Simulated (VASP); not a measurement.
# LiF (I4cm) in VASP: notebook

The runs below take LiF through single point, relaxation of cell and atoms, with PBE.

Program: VASP 6.6.1. These are calculated values, not measurements. Logs are shortened: lines on timing, memory, paths and dates and some standing lists are left out, and cuts for length are marked.

### Step 1. The cell of the first run

It takes space group I4cm (No. 108, tetragonal). The conventional cell has a = 6.182 Å, b = 6.182 Å, c = 4.868 Å, α = 90.00°, β = 90.00°, γ = 90.00°. Within 2.4 Å of Li (site symmetry m) lie 4 F at 1.84 to 1.93 Å. Within 2.4 Å of F (site symmetry m) lie 4 Li at 1.84 to 1.93 Å.

### Step 2. Single point, PBE

INCAR reads:

```
SYSTEM = LiF
PREC = Accurate ; ENCUT = 520
EDIFF = 1E-6 ; ISMEAR = 0
SIGMA = 0.02 ; LREAL = .FALSE.
LASPH = .TRUE. ; NELM = 100
ALGO = Normal ; ISIF = 2
LWAVE = .FALSE. ; LCHARG = .FALSE.
GGA = PE ; NBANDS = 30
```

KPOINTS reads:

```
Automatic mesh
0
G
  6 6 6
  0 0 0
```

POSCAR reads:

```
LiF
1.0
   -3.0911589450      3.0911589450      2.4338342809
    3.0911589450     -3.0911589450      2.4338342809
    3.0911589450      3.0911589450     -2.4338342809
Li F
4 4
Direct
    0.4521344759      0.6596567534      0.5000000000
    0.1596567534      0.9521344759      0.5000000000
    0.9521344759      0.4521344759      0.7924777225
    0.6596567534      0.1596567534      0.2075222775
    0.3470863426      0.8470863426      0.8059639144
    0.0411224281      0.5411224281      0.1940360856
    0.8470863426      0.0411224281      0.5000000000
    0.5411224281      0.3470863426      0.5000000000
```

Potentials or basis: VASP PAW PBE potentials, release 64 (Li_sv, F).

The run is started by

```bash
$ cat potpaw_PBE.64/Li_sv/POTCAR potpaw_PBE.64/F/POTCAR > POTCAR
$ mpirun -np 1 vasp_std > vasp.out
```

OUTCAR:

```text
SYSTEM = LiF
   PREC = Accurate
   ENCUT = 520
   EDIFF = 1E-6
   ISMEAR = 0
   LREAL = .FALSE.
   LASPH = .TRUE.
   NELM = 100
   ISIF = 2
   GGA = PE

 ion  position               nearest neighbor table
   1  0.452  0.660  0.500-   8 1.84   7 1.89   5 1.93   6 1.93   2 2.56
   2  0.160  0.952  0.500-   7 1.84   8 1.89   5 1.93   6 1.93   1 2.56
   3  0.952  0.452  0.792-   6 1.84   5 1.89   7 1.93   8 1.93   4 2.56
   4  0.660  0.160  0.208-   5 1.84   6 1.89   7 1.93   8 1.93   3 2.56
   5  0.347  0.847  0.806-   4 1.84   3 1.89   1 1.93   2 1.93
   6  0.041  0.541  0.194-   3 1.84   4 1.89   1 1.93   2 1.93
   7  0.847  0.041  0.500-   2 1.84   1 1.89   4 1.93   3 1.93
   8  0.541  0.347  0.500-   1 1.84   2 1.89   4 1.93   3 1.93

  LATTYP: Found a body centered tetragonal cell.
 ALAT       =     6.1823178900
 C/A-ratio  =     0.7873533274

  Lattice vectors:

 A1 = (  -3.0911589450,   3.0911589450,   2.4338342809)
 A2 = (   3.0911589450,  -3.0911589450,   2.4338342809)
 A3 = (   3.0911589450,   3.0911589450,  -2.4338342809)

Analysis of symmetry for initial positions (statically):
=====================================================================
 Subroutine PRICEL returns:
 Original cell was already a primitive cell.

 Routine SETGRP: Setting up the symmetry group for a
 body centered tetragonal supercell.

 Subroutine GETGRP returns: Found  8 space group operations
 (whereof  4 operations were pure point group operations)
 out of a pool of 16 trial point group operations.

The static configuration has the point symmetry     .
 The point group associated with its full space group is C_4v.

Analysis of symmetry for dynamics (positions and initial velocities):
=====================================================================
 Subroutine PRICEL returns:
 Original cell was already a primitive cell.

 Routine SETGRP: Setting up the symmetry group for a
 body centered tetragonal supercell.

 Subroutine GETGRP returns: Found  8 space group operations
 (whereof  4 operations were pure point group operations)
 out of a pool of 16 trial point group operations.

The dynamic configuration has the point symmetry C_4v.
 The point group associated with its full space group is C_4v.

 Subroutine INISYM returns: Found  8 space group operations
 (whereof  4 operations are pure point group operations),
 and found     1 'primitive' translations

----------------------------------------------------------------------------------------

                                     Primitive cell

  volume of cell :      93.0237

  direct lattice vectors                    reciprocal lattice vectors
    -3.091158945  3.091158945  2.433834281     0.000000000  0.161751631  0.205437159
     3.091158945 -3.091158945  2.433834281     0.161751631  0.000000000  0.205437159
     3.091158945  3.091158945 -2.433834281     0.161751631  0.161751631  0.000000000

  length of vectors
     5.003406495  5.003406495  5.003406495     0.261472783  0.261472783  0.228751350

  position of ions in fractional coordinates (direct lattice)
     0.452134476  0.659656753  0.500000000
     0.159656753  0.952134476  0.500000000
     0.952134476  0.452134476  0.792477723
     0.659656753  0.159656753  0.207522277
     0.347086343  0.847086343  0.805963914
     0.041122428  0.541122428  0.194036086
     0.847086343  0.041122428  0.500000000
     0.541122428  0.347086343  0.500000000

  ion indices of the primitive-cell ions
   primitive index   ion index
                 1           1
                 2           2
                 3           3
                 4           4
                 5           5
                 6           6
                 7           7
                 8           8

----------------------------------------------------------------------------------------

 KPOINTS: Automatic mesh

Automatic generation of k-mesh.
 Grid dimensions read from file:
 generate k-points for:    6    6    6

 Generating k-lattice:

  Cartesian coordinates                     Fractional coordinates (reciprocal lattice)
     0.000000000  0.026958605  0.034239526     0.166666667 -0.000000000  0.000000000
     0.026958605  0.000000000  0.034239526    -0.000000000  0.166666667  0.000000000
     0.026958605  0.026958605  0.000000000     0.000000000  0.000000000  0.166666667

  Length of vectors
     0.043578797  0.043578797  0.038125225

  Shift w.r.t. Gamma in fractional coordinates (k-lattice)
     0.000000000  0.000000000  0.000000000

 Subroutine IBZKPT returns following result:
 ===========================================

 Found     30 irreducible k-points:

 Following reciprocal coordinates:
            Coordinates               Weight
  0.000000  0.000000  0.000000      1.000000
  0.166667  0.000000  0.000000      8.000000
  0.333333 -0.000000  0.000000      8.000000
  0.500000 -0.000000  0.000000      4.000000
  0.166667  0.166667  0.000000      8.000000
  0.333333  0.166667  0.000000     16.000000
[... 16 lines left out ...]
 -0.333333 -0.333333  0.166667      8.000000
 -0.166667 -0.333333  0.166667      8.000000
 [... further k-points ...]
   k-points           NKPTS =     30   k-points in BZ     NKDIM =     30   number of bands    NBANDS=     30
   number of dos      NEDOS =    301   number of ions     NIONS =      8
   total plane-waves  NPLWV =  64000
   dimension x,y,z NGX =    40 NGY =   40 NGZ =   40
   dimension x,y,z NGXF=    80 NGYF=   80 NGZF=   80
   ions per type =               4   4
   NGX,Y,Z   is equivalent  to a cutoff of  13.29, 13.29, 13.29 a.u.
   NGXF,Y,Z  is equivalent  to a cutoff of  26.58, 26.58, 26.58 a.u.
 SYSTEM =  LiF
   PREC   = accura    normal or accurate (medium, high low for compatibility)
   ISTART =      0    job   : 0-new  1-cont  2-samecut
   ICHARG =      2    charge: 1-file 2-atom 10-const
   ISPIN  =      1    spin polarized calculation?
   LNONCOLLINEAR =      F non collinear calculations
   LSORBIT =      F    spin-orbit coupling
   LASPH  =      T    aspherical Exc in radial PAW
   ENCUT  =  520.0 eV  38.22 Ry    6.18 a.u.   9.30  9.30  9.30*2*pi/ulx,y,z
   NELM   =    100;   NELMIN=  2; NELMDL= -5     # of ELM steps
   EDIFF  = 0.1E-05   stopping-criterion for ELM
   LREAL  =      F    real-space projection
   EDIFFG = 0.1E-04   stopping-criterion for IOM
   NSW    =      0    number of steps for IOM
   IBRION =     -1    ionic relax: 0-MD 1-quasi-New 2-CG
   NFREE  =      0    steps in history (QN), initial steepest desc. (CG)
   ISIF   =      2    stress and relaxation
   ISYM   =      2    0-nonsym 1-usesym 2-fastsym
   POTIM  = 0.5000    time-step for ionic-motion
   TEBEG  =    0.0;   TEEND  =   0.0 temperature during run
   PSTRESS=    0.0 pullay stress
   NELECT =      40.0000    total number of electrons
   NUPDOWN=      -1.0000    fix difference up-down
   EMIN   =  10.00;   EMAX   =-10.00  energy-range for DOS
   EFERMI =   0.00;   METHOD = LEGACY
   ISMEAR =     0;   SIGMA  =   0.02  broadening in eV -4-tet -1-fermi 0-gaus
   EFERMI_NEDOS =   21; number of points for ismear=-14 and -15
   IALGO  =     38    algorithm
   IMIX   =      4    mixing-type and parameters
     AMIX     =   0.40;   BMIX     =  1.00
     AMIX_MAG =   1.60;   BMIX_MAG =  1.00
  volume/ion in A,a.u.               =      11.63        78.47
  Fermi-wavevector in a.u.,A,eV,Ry     =   1.235654  2.335048 20.773936  1.526841
  Thomas-Fermi vector in A             =   2.370295
   LORBIT       =      0    0 simple, 1 ext, 2 COOP (PROOUT), +10 PAW based schemes
   GGA     = PE    functional components
   LHFCALC =     F    Hartree Fock is set to
   AEXX    =    0.0000 exact exchange contribution
   IVDW    =     0    specifies the selected vdW correction
   LEPSILON=     F    determine dielectric tensor
   LRPA    =     F    only Hartree local field effects (RPA)
 non-spin polarized calculation
 Gauss-broadening in eV      SIGMA  =   0.02
  energy-cutoff  :      520.00
  volume of cell :       93.02
 maximum number of plane-waves:      2557
 NGX is ok and might be reduce to    40
   NGX = 19   NGY = 19   NGZ = 19

 number of electron      39.9999996 magnetization

 Free energy of the ion-electron system (eV)
  ---------------------------------------------------
  ext. energy  EPLUGINS =         0.00000000
  ---------------------------------------------------
  free energy    TOTEN  =       -38.34644736 eV

  energy without entropy =      -38.34644736  energy(sigma->0) =      -38.34644736

 E-fermi :  -2.9528     XC(G=0):  -7.9815

 val. band max:       -3.2041007588   @ k =   0.0000   0.0000   0.0000
 cond. band min:       3.8592551796   @ k =   0.0000   0.0000   0.0000
 fundamental gap:      7.0633559384
 Fermi energy:        -2.9528215903

 k-point     1 :       0.0000    0.0000    0.0000
  band No.  band energies     occupation
      1     -43.8649      2.00000
      2     -43.8313      2.00000
      3     -43.8109      2.00000
      4     -43.8109      2.00000
      5     -22.5647      2.00000
      6     -22.4459      2.00000
[... 22 lines left out ...]
     29      12.1045      0.00000
     30      13.0834      0.00000

 k-point     2 :       0.1667    0.0000    0.0000
  band No.  band energies     occupation
      1     -43.8614      2.00000
      2     -43.8320      2.00000
      3     -43.8123      2.00000
      4     -43.8120      2.00000
      5     -22.5478      2.00000
      6     -22.4459      2.00000
[... 22 lines left out ...]
     29      12.9710      0.00000
     30      13.5418      0.00000

 k-point     3 :       0.3333   -0.0000    0.0000
  band No.  band energies     occupation
      1     -43.8526      2.00000
      2     -43.8350      2.00000
      3     -43.8154      2.00000
      4     -43.8146      2.00000
      5     -22.5062      2.00000
      6     -22.4477      2.00000
[... 22 lines left out ...]
     29      13.3244      0.00000
     30      13.6483      0.00000

 k-point     4 :       0.5000   -0.0000    0.0000
  band No.  band energies     occupation
      1     -43.8422      2.00000
      2     -43.8422      2.00000
      3     -43.8165      2.00000
      4     -43.8165      2.00000
      5     -22.4644      2.00000
      6     -22.4644      2.00000
[... 22 lines left out ...]
     29      13.2146      0.00000
     30      13.2147      0.00000

 k-point     5 :       0.1667    0.1667    0.0000
  band No.  band energies     occupation
      1     -43.8544      2.00000
      2     -43.8343      2.00000
      3     -43.8150      2.00000
      4     -43.8138      2.00000
      5     -22.5100      2.00000
      6     -22.4526      2.00000
[... 22 lines left out ...]
     29      13.2850      0.00000
     30      13.8538      0.00000
[... 526 lines left out ...]
     29      12.7886      0.00000
     30      13.6247      0.00000

 k-point    22 :      -0.1667    0.5000    0.1667
  band No.  band energies     occupation
      1     -43.8440      2.00000
      2     -43.8377      2.00000
      3     -43.8184      2.00000
      4     -43.8173      2.00000
      5     -22.4894      2.00000
      6     -22.4225      2.00000
[... 22 lines left out ...]
     29      13.0096      0.00000
     30      13.4034      0.00000

 k-point    23 :      -0.3333   -0.3333    0.1667
  band No.  band energies     occupation
      1     -43.8415      2.00000
      2     -43.8382      2.00000
      3     -43.8199      2.00000
      4     -43.8178      2.00000
      5     -22.4853      2.00000
      6     -22.4130      2.00000
[... 22 lines left out ...]
     29      13.1443      0.00000
     30      13.5830      0.00000

 k-point    24 :      -0.1667   -0.3333    0.1667
  band No.  band energies     occupation
      1     -43.8470      2.00000
      2     -43.8370      2.00000
      3     -43.8168      2.00000
      4     -43.8167      2.00000
      5     -22.4690      2.00000
      6     -22.4606      2.00000
[... 22 lines left out ...]
     29      13.5338      0.00000
     30      13.7852      0.00000

 [... further k-points ...]

------------------------ aborting loop because EDIFF is reached ----------------------------------------

  FORCE on cell =-STRESS in cart. coord.  units (eV):
  Direction    XX          YY          ZZ          XY          YZ          ZX
  --------------------------------------------------------------------------------------
  -------------------------------------------------------------------------------------
  Total       -0.0810712     -0.0810712     -0.1127834      0.0000000      0.0000000      0.0000000
  in kB       -1.3963155     -1.3963155     -1.9425054      0.0000000      0.0000000      0.0000000
  external PRESSURE =      -1.5783788 kB  Pullay stress =       0.0000000 kB

 VOLUME and BASIS-vectors are now :
 -----------------------------------------------------------------------------
  energy-cutoff  :      520.00
  volume of cell :       93.02
      direct lattice vectors                 reciprocal lattice vectors
    -3.091158945  3.091158945  2.433834281     0.000000000  0.161751631  0.205437159
     3.091158945 -3.091158945  2.433834281     0.161751631  0.000000000  0.205437159
     3.091158945  3.091158945 -2.433834281     0.161751631  0.161751631  0.000000000

 POSITION                                       TOTAL-FORCE (eV/Angst)
 -----------------------------------------------------------------------------------
      2.18706      0.90410      1.48900         0.002437     -0.002437     -0.000114
      3.99525     -0.90410      1.48900        -0.002437      0.002437     -0.000114
      0.90410      3.99525      1.48900        -0.002437     -0.002437     -0.000114
     -0.90410      2.18706      1.48900         0.002437      0.002437     -0.000114
      4.03694      0.94578      0.94484        -0.003682     -0.003682      0.000114
      2.14538     -0.94578      0.94484         0.003682      0.003682      0.000114
     -0.94578      4.03694      0.94484         0.003682     -0.003682      0.000114
      0.94578      2.14538      0.94484        -0.003682      0.003682      0.000114
 -----------------------------------------------------------------------------------
    total drift:                                0.000003      0.000003     -0.000070

  FREE ENERGIE OF THE ION-ELECTRON SYSTEM (eV)
  ---------------------------------------------------
  free  energy   TOTEN  =       -38.3464473580 eV

  energy  without entropy=      -38.3464473580  energy(sigma->0) =      -38.34644736
```

Wall time 84 s (1 thread of Intel Xeon Platinum 8259CL at 2.50GHz (Skylake/Cascade Lake), shared host); peak memory 0.25 GiB.

What came out:

```yaml
Free_energy: -38.3464 eV
Largest_force: 0.005 eV/Å
Band_gap_on_the_k_mesh: 7.06 eV, direct
```

Forces on the atoms (eV/Å):
```
Li   0.002 -0.002  0.000
Li  -0.002  0.002  0.000
Li  -0.002 -0.002  0.000
Li   0.002  0.002  0.000
F   -0.004 -0.004  0.000
F    0.004  0.004  0.000
F    0.004 -0.004  0.000
F   -0.004  0.004  0.000
```

Caveat: the cutoff is under 1.25 times the usual one of these potentials, so pressure, stress and relaxed cells hold a basis-set (Pulay) error. Expect the measured gap to be larger: semilocal functionals such as PBE lack the derivative discontinuity.

### Step 3. Relaxation of cell and atoms, PBE

INCAR reads:

```
SYSTEM = LiF
ALGO = Normal
EDIFF = 1E-6
EDIFFG = -0.01
ENCUT = 600
GGA = PE
IBRION = 2
ISIF = 3
ISMEAR = 0
LASPH = .True.
LCHARG = .False.
LREAL = .False.
LWAVE = .False.
NELM = 100
NSW = 100
PREC = Accurate
SIGMA = 0.02
```

KPOINTS reads:

```
k-points
0
Gamma
  6 6 6
  0 0 0
```

POSCAR reads:

```
LiF
1.0
   -3.0866577756      3.0866577756      2.4360592151
    3.0866577756     -3.0866577756      2.4360592151
    3.0866577756      3.0866577756     -2.4360592151
Li F
4 4
Direct
    0.4527071780      0.6596407047      0.5000000000
    0.1596407047      0.9527071780      0.5000000000
    0.9527071780      0.4527071780      0.7930664733
    0.6596407047      0.1596407047      0.2069335267
    0.3464857758      0.8464857758      0.8053194343
    0.0411663415      0.5411663415      0.1946805657
    0.8464857758      0.0411663415      0.5000000000
    0.5411663415      0.3464857758      0.5000000000
```

Potentials or basis: VASP PAW PBE potentials, release 64 (Li_sv, F).

The run is started by

```bash
$ cat potpaw_PBE.64/Li_sv/POTCAR potpaw_PBE.64/F/POTCAR > POTCAR
$ mpirun -np 1 vasp_std > vasp.out
```

Wall time 3 min (1 thread of Intel Xeon Platinum 8259CL at 2.50GHz (Skylake/Cascade Lake), shared host); peak memory 0.26 GiB.

It converged, with:

- Free energy: -38.3550 eV
- Relaxed volume: 11.54 Å³/atom
- Relaxed cell: a = 4.990 Å, b = 4.990 Å, c = 4.990 Å, α = 103.70°, β = 103.70°, γ = 121.75°
- Space group after relaxing (to 0.05 Å): I4cm (No. 108)
- Energy gained by relaxing: 0.1 meV/atom
- Ionic steps: 5
- Pressure after relaxing: 0.0 GPa
- Largest force after relaxing: 0.007 eV/Å
- Band gap on the k mesh: 7.09 eV, direct

Forces in eV/Å, atoms in the order of the input:
```
Li   0.003 -0.003 -0.005
Li  -0.003  0.003 -0.005
Li  -0.003 -0.003 -0.005
Li   0.003  0.003 -0.005
F    0.000  0.000  0.005
F    0.000  0.000  0.005
F    0.000  0.000  0.005
F    0.000  0.000  0.005
```

Step by step:
| step | energy change (eV) | largest force (eV/Å) | pressure (GPa) | volume (Å³) |
| --- | --- | --- | --- | --- |
| 1 | 0.0000 | 0.0195 | -0.22 | 92.84 |
| 2 | -0.0004 | 0.0134 | -0.12 | 92.63 |
| 3 | -0.0006 | 0.0107 | 0.04 | 92.27 |
| 4 | -0.0006 | 0.0106 | 0.04 | 92.29 |
| 5 | -0.0006 | 0.0068 | 0.03 | 92.30 |

Final structure:
```xyz
8
Lattice="-3.0825 3.0825 2.4286 3.0825 -3.0825 2.4286 3.0825 3.0825 -2.4286" Properties=species:S:1:pos:R:3 pbc="T T T"
Li    2.1808    0.9017    1.4867
Li    3.9841   -0.9017    1.4867
Li    0.9017    3.9841    1.4867
Li   -0.9017    2.1808    1.4867
F     4.0255    0.9431    0.9419
F     2.1394   -0.9431    0.9419
F    -0.9431    4.0255    0.9419
F     0.9431    2.1394    0.9419
```

Levels at points of the mesh, in eV from the valence-band top:
```tsv
k point	band 18	band 19	band 20	band 21	band 22	band 23
(0.00, 0.00, 0.00)	-0.13	-0.13	0.00	7.09	12.42	13.08
(0.50, 0.00, 0.00)	-0.36	-0.29	-0.29	9.38	9.38	11.67
(0.50, 0.50, 0.00)	-0.32	-0.25	-0.15	8.46	10.17	12.38
(0.50, 0.50, 0.50)	-0.32	-0.32	-0.18	9.64	11.40	11.40
```

Caveat: the cutoff is under 1.25 times the usual one of these potentials, so pressure, stress and relaxed cells hold a basis-set (Pulay) error.
